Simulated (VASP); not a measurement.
Write the native input for VASP 6.6.1 that does the following.

```yaml
Task: single point
Functional: r2SCAN
Potentials_or_basis: VASP PAW PBE potentials, release 64 (Mg_sv, O)
Cutoff: 660 eV
k_mesh: 11 × 11 × 11
Occupations: fermi-dirac, width 0.05 eV
Spin: no spin polarisation
Dipole_correction: no
Second_run: valence_matched
Further_INCAR_settings: ALGO = Normal; EDIFF = 1e-06; NBANDS = 15
```

Crystal: MgO.

```xyz
2
Lattice="0.0000 2.1109 2.1109 2.1109 0.0000 2.1109 2.1109 2.1109 0.0000" Properties=species:S:1:pos:R:3 pbc="T T T"
Mg    0.0000    0.0000    0.0000
O     2.1109    2.1109    2.1109
```

These files were run (other wordings do the same):

POSCAR

```
MgO
1.0
    0.0000000000      2.1108892239      2.1108892239
    2.1108892239      0.0000000000      2.1108892239
    2.1108892239      2.1108892239      0.0000000000
Mg O
1 1
Direct
    0.0000000000      0.0000000000      0.0000000000
    0.5000000000      0.5000000000      0.5000000000
```

INCAR.step1

```
SYSTEM = MgO
PREC = Accurate
ENCUT = 660
ISMEAR = -1
SIGMA = 0.05
LREAL = .False.
LASPH = .True.
NELM = 120
NBANDS = 15
GGA = PE
ALGO = Normal
EDIFF = 1E-5
LWAVE = .True.
LCHARG = .False.
GGA_COMPAT = .False.
```

INCAR.step2

```
SYSTEM = MgO
PREC = Accurate
ENCUT = 660
EDIFF = 1E-6
ISMEAR = -1
SIGMA = 0.05
LREAL = .False.
LASPH = .True.
NELM = 120
ALGO = Normal
ISIF = 2
LWAVE = .False.
LCHARG = .False.
METAGGA = R2SCAN
LMIXTAU = .True.
NBANDS = 15
ISTART = 1
GGA_COMPAT = .False.
```

KPOINTS

```
regular mesh
0
Gamma
  11 11 11
  0 0 0
```

Potentials or basis: VASP PAW PBE potentials, release 64 (Mg_sv, O).

Command:

```sh
$ cat potpaw_PBE.64/Mg_sv/POTCAR potpaw_PBE.64/O/POTCAR > POTCAR
$ cp INCAR.step1 INCAR
$ mpirun -np 1 vasp_std > vasp.out
$ cp INCAR.step2 INCAR
$ mpirun -np 1 vasp_std > vasp.out
```

Results of the run:

```yaml
Pressure: -2.1 GPa
Band_gap_on_the_k_mesh: 5.59 eV, direct
```

Caveat: the PAW data sets were made with another functional, which shifts forces and pressure a little.

Wall time 100 s on 1 thread of Intel(R) Xeon(R) Platinum 8375C CPU @ 2.90GHz (Ice Lake) (shared host), peak memory 0.17 GiB.
